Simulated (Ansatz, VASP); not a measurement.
Two plane-wave programs on GaAs

```
Ga As
1.0
     0.00000    2.84367    2.84367
     2.84367    0.00000    2.84367
     2.84367    2.84367    0.00000
Ga As
1 1
Direct
  0.00000 0.00000 0.00000
  0.25000 0.25000 0.25000
```

Alike in both runs: task single point; functional PBE; k mesh 12 × 12 × 12; occupations gaussian, width 0.02 eV; no spin polarisation.

|  | VASP | Ansatz |
| --- | --- | --- |
| version | VASP 6.6.1 | Ansatz 0.2.0 |
| potentials or method | VASP PAW PBE potentials, release 64 (Ga_d, As), cutoff 500 eV | scalar-relativistic, plane waves, PAW |
| valence electrons in the cell | 18 | 28 |

Ansatz gave:

| Quantity | Value |
| --- | --- |
| gap on the k mesh at the Fermi level (eV) | 0.38 |
| least direct gap on the mesh (eV) | 0.38 |
| pressure (GPa) | 2.0 |

Question: Estimate VASP's values.

Answer: gap on the k mesh at the Fermi level (eV): 0.39; least direct gap on the mesh (eV): 0.39; pressure (GPa): 2.2.

VASP's potentials hold 18 valence electrons a cell and Ansatz's 28, so a difference there can come from the potentials and not from the codes.
